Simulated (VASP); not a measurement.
# NaI in VASP: a series of runs, part 2 of 2

VASP 6.6.1. Earlier steps stand in the parts before.

### Step 3. Single point, PBE (strain +0.030 along x and y, +0.030 along z)

Input file INCAR:

```
  PREC = Accurate
  ENCUT = 520
  EDIFF = 1E-6
  ISMEAR = 0
  SIGMA = 0.05
  LREAL = False
  LASPH = True
  NELM = 60
  ALGO = Normal
  ISIF = 2
  LWAVE = False
  LCHARG = True
  GGA = PE
  LELF = True
  LVHAR = True
  NBANDS = 14
```

Input file KPOINTS:

```
regular mesh
0
Gamma
  6 6 6
```

Input file POSCAR:

```
NaI
1.0
    0.0000000000      3.3334920000      3.3334920000
    3.3334920000      0.0000000000      3.3334920000
    3.3334920000      3.3334920000      0.0000000000
Na I
1 1
Direct
    0.0000000000      0.0000000000      0.0000000000
    0.5000000000      0.5000000000      0.5000000000
```

Potentials or basis: VASP PAW PBE potentials, release 64 (Na_pv, I).

Command:

```
$ cat potpaw_PBE.64/Na_pv/POTCAR potpaw_PBE.64/I/POTCAR > POTCAR
$ mpirun -np 1 vasp_std > vasp.out
```

Wall time 37 s (1 thread of AMD EPYC 7R13, shared host); peak memory 0.18 GiB.

Results (log left out):

```
Free energy            : -5.3757 eV
Pressure               : -0.8 GPa
Band gap on the k mesh : 3.42 eV
```

Levels at points of the mesh, in eV from the valence-band top:
```tsv
k point	band 4	band 5	band 6	band 7	band 8	band 9	band 10	band 11
(0.00, 0.00, 0.00)	-10.81	0.00	0.00	0.00	3.42	7.92	7.92	7.92
(0.50, 0.00, 0.00)	-10.57	-1.88	-0.23	-0.23	5.06	7.36	7.36	8.09
(0.50, 0.50, 0.00)	-10.51	-1.63	-0.63	-0.63	4.42	5.70	9.32	10.78
```

Caveat: the cell differs from its parent crystal (strain +0.030 along x and y, +0.030 along z); spin-orbit coupling is left out, which moves the levels of the heavy elements.

### Step 4. Single point, PBE (strain -0.030 along x and y, -0.015 along z)

Input file INCAR:

```
SYSTEM = NaI
ALGO = Normal
EDIFF = 1E-6
ENCUT = 520
GGA = PE
ISIF = 2
ISMEAR = 0
LASPH = .TRUE.
LCHARG = .TRUE.
LELF = .TRUE.
LREAL = .FALSE.
LVHAR = .TRUE.
LWAVE = .FALSE.
NBANDS = 14
NELM = 60
PREC = Accurate
SIGMA = 0.05
```

Input file KPOINTS:

```
k-points
0
G
  6 6 6
  0 0 0
```

Input file POSCAR:

```
NaI
1.0
    0.0000000000      3.1393080000      3.1878540000
    3.1393080000      0.0000000000      3.1878540000
    3.1393080000      3.1393080000      0.0000000000
Na I
1 1
Direct
    0.0000000000      0.0000000000      0.0000000000
    0.5000000000      0.5000000000      0.5000000000
```

Command:

```
$ cat potpaw_PBE.64/Na_pv/POTCAR potpaw_PBE.64/I/POTCAR > POTCAR
$ mpirun -np 1 vasp_std > vasp.out
```

It took 48 s on 1 thread of AMD EPYC 7R13, shared host; peak memory 0.18 GiB.

The run converged. Its results:

```
Free energy            : -5.3477 eV
Pressure               : 2.0 GPa
Band gap on the k mesh : 3.85 eV
```

Stress tensor (GPa, compression positive):
```
2.20 0.00 0.00
0.00 2.20 0.00
0.00 0.00 1.62
```

Levels at points of the mesh, in eV from the valence-band top:
```csv
k point,band 5,band 6,band 7,band 8,band 9,band 10
"(0.00, 0.00, 0.00)",-0.02,-0.02,0.00,3.85,7.84,7.95
"(0.50, 0.00, 0.00)",-2.48,-0.36,-0.33,5.10,7.43,7.56
"(0.50, 0.50, 0.00)",-2.18,-0.83,-0.83,4.55,5.42,10.29
"(0.50, 0.00, 0.50)",-2.17,-0.91,-0.84,4.53,5.38,10.39
```

Caveat: the cell differs from its parent crystal (strain -0.030 along x and y, -0.015 along z); spin-orbit coupling is left out, which moves the levels of the heavy elements.

### Step 5. Single point, PBE (strain -0.030 along x and y, +0.000 along z)

Input file INCAR:

```
SYSTEM = NaI
PREC = Accurate
ENCUT = 520
EDIFF = 1E-6
ISMEAR = 0
SIGMA = 0.05
LREAL = .False.
LASPH = .True.
NELM = 100
ALGO = Normal
ISIF = 2
LWAVE = .False.
LCHARG = .False.
GGA = PE
NBANDS = 14
```

Input file KPOINTS:

```
Automatic mesh
0
Gamma
  6 6 6
  0 0 0
```

Input file POSCAR:

```
NaI
1.0
    0.0000000000      3.1393080000      3.2364000000
    3.1393080000      0.0000000000      3.2364000000
    3.1393080000      3.1393080000      0.0000000000
Na I
1 1
Direct
    0.0000000000      0.0000000000      0.0000000000
    0.5000000000      0.5000000000      0.5000000000
```

Command:

```
$ cat potpaw_PBE.64/Na_pv/POTCAR potpaw_PBE.64/I/POTCAR > POTCAR
$ mpirun -np 1 vasp_std > vasp.out
```

It took 40 s on 1 thread of AMD EPYC 7R13, shared host; peak memory 0.18 GiB.

The run converged. Its results:

* Free energy: -5.3555 eV
* Pressure: 1.7 GPa
* Band gap on the k mesh: 3.79 eV

Stress tensor (GPa, compression positive):
```
2.04 0.00 0.00
0.00 2.04 0.00
0.00 0.00 1.00
```

Levels at points of the mesh, in eV from the valence-band top:
| k point | band 3 | band 4 | band 5 | band 6 | band 7 | band 8 | band 9 | band 10 | band 11 | band 12 |
| --- | --- | --- | --- | --- | --- | --- | --- | --- | --- | --- |
| (0.00, 0.00, 0.00) | -22.40 | -11.21 | -0.03 | -0.03 | 0.00 | 3.79 | 7.77 | 7.98 | 7.98 | 9.64 |
| (0.50, 0.00, 0.00) | -22.40 | -10.83 | -2.43 | -0.37 | -0.31 | 5.08 | 7.36 | 7.60 | 9.17 | 10.44 |
| (0.50, 0.50, 0.00) | -22.40 | -10.76 | -2.14 | -0.79 | -0.79 | 4.56 | 5.47 | 10.10 | 11.74 | 11.74 |
| (0.50, 0.00, 0.50) | -22.40 | -10.73 | -2.12 | -0.94 | -0.81 | 4.51 | 5.39 | 10.32 | 11.35 | 11.72 |

Caveat: the cell differs from its parent crystal (strain -0.030 along x and y, +0.000 along z); spin-orbit coupling is left out, which moves the levels of the heavy elements.

### Step 6. Single point, PBE (strain -0.030 along x and y, +0.015 along z)

Input file INCAR:

```
SYSTEM = NaI
PREC = Accurate ; ENCUT = 520
EDIFF = 1E-6 ; ISMEAR = 0
SIGMA = 0.05 ; LREAL = .FALSE.
LASPH = .TRUE. ; NELM = 100
ALGO = Normal ; ISIF = 2
LWAVE = .FALSE. ; LCHARG = .FALSE.
GGA = PE ; NBANDS = 14
```

Input file KPOINTS:

```
Automatic mesh
0
G
  6 6 6
  0 0 0
```

Input file POSCAR:

```
NaI
1.0
    0.0000000000      3.1393080000      3.2849460000
    3.1393080000      0.0000000000      3.2849460000
    3.1393080000      3.1393080000      0.0000000000
Na I
1 1
Direct
    0.0000000000      0.0000000000      0.0000000000
    0.5000000000      0.5000000000      0.5000000000
```

Potentials or basis: VASP PAW PBE potentials, release 64 (Na_pv, I).

Command:

```
$ cat potpaw_PBE.64/Na_pv/POTCAR potpaw_PBE.64/I/POTCAR > POTCAR
$ mpirun -np 1 vasp_std > vasp.out
```

OUTCAR:

```text
SYSTEM = NaI
   PREC = Accurate
   ENCUT = 520
   EDIFF = 1E-6
   ISMEAR = 0
   LREAL = .FALSE.
   LASPH = .TRUE.
   NELM = 100
   ISIF = 2
   GGA = PE

 ion  position               nearest neighbor table
   1  0.000  0.000  0.000-   2 3.14   2 3.14   2 3.14   2 3.14
   2  0.500  0.500  0.500-   1 3.14   1 3.14   1 3.14   1 3.14

  LATTYP: Found a body centered tetragonal cell.
 ALAT       =     4.4396519501
 C/A-ratio  =     1.4798214081

  Lattice vectors:

 A1 = (  -3.1393080000,   0.0000000000,   3.2849460000)
[... 587 lines left out ...]
     10       9.9224      0.00000
     11      10.7781      0.00000
     12      12.2309      0.00000
     13      13.6697      0.00000
     14      14.4324      0.00000

 [... further k-points ...]
[... 5 lines left out ...]
  --------------------------------------------------------------------------------------
  -------------------------------------------------------------------------------------
  Total        0.7616553      0.7616553      0.1940443      0.0000000      0.0000000     -0.0000000
  in kB       18.8470325     18.8470325      4.8015928      0.0000000      0.0000000     -0.0000000
  external PRESSURE =      14.1652193 kB  Pullay stress =       0.0000000 kB

 VOLUME and BASIS-vectors are now :
 -----------------------------------------------------------------------------
  energy-cutoff  :      520.00
  volume of cell :       64.75
      direct lattice vectors                 reciprocal lattice vectors
     0.000000000  3.139308000  3.284946000    -0.159270769  0.159270769  0.152209504
     3.139308000  0.000000000  3.284946000     0.159270769 -0.159270769  0.152209504
     3.139308000  3.139308000  0.000000000     0.159270769  0.159270769 -0.152209504

 POSITION                                       TOTAL-FORCE (eV/Angst)
 -----------------------------------------------------------------------------------
      0.00000      0.00000      0.00000        -0.000000     -0.000000     -0.000000
      3.13931      3.13931      3.28495         0.000000      0.000000      0.000000
 -----------------------------------------------------------------------------------
    total drift:                                0.000000      0.000000      0.000000

  FREE ENERGIE OF THE ION-ELECTRON SYSTEM (eV)
  ---------------------------------------------------
  free  energy   TOTEN  =        -5.3598077979 eV

  energy  without entropy=       -5.3598077979  energy(sigma->0) =       -5.35980780
```

stdout:

```text
POSCAR found type information on POSCAR NaI
 POSCAR found :  2 types and       2 ions
 scaLAPACK will be used
 LDA part: xc-table for (Slater+PW92), standard interpolation
 POSCAR, INCAR and KPOINTS ok, starting setup
 FFT: planning ... GRIDC
 FFT: planning ... GRID_SOFT
 FFT: planning ... GRID
 WAVECAR not read
 entering main loop
```

Run time: 47 s. Hardware: 1 thread of AMD EPYC 7R13, shared host; peak memory 0.18 GiB.

Results:

* Free energy: -5.3598 eV
* Pressure: 1.4 GPa
* Band gap on the k mesh: 3.74 eV

Caveat: the cell differs from its parent crystal (strain -0.030 along x and y, +0.015 along z); spin-orbit coupling is left out, which moves the levels of the heavy elements.

### Step 7. Overview

| cell | gap on the mesh (eV) | pressure (GPa) |
| --- | --- | --- |
| a = 4.646 Å, angles 60.0°, 2 atoms | 3.53 | -0.3 |
| a = 4.714 Å, angles 60.0°, 2 atoms | 3.42 | -0.8 |
| a = 4.474, b = 4.474, c = 4.440 Å, angles 60.3, 60.3, 59.5°, 2 atoms | 3.85 | 2.0 |
| a = 4.509, b = 4.509, c = 4.440 Å, angles 60.5, 60.5, 59.0°, 2 atoms | 3.79 | 1.7 |
| a = 4.544, b = 4.544, c = 4.440 Å, angles 60.8, 60.8, 58.5°, 2 atoms | 3.74 | 1.4 |

Alike in all rows: task single point; level PBE; potentials or basis VASP PAW PBE potentials, release 64 (Na_pv, I); no spin polarisation; k mesh 6 × 6 × 6; cutoff (eV) 520; smearing gaussian 0.05 eV.

Caveats: spin-orbit coupling is left out, which moves the levels of the heavy elements.

Absolute energies hang on the potentials; compare differences alone.
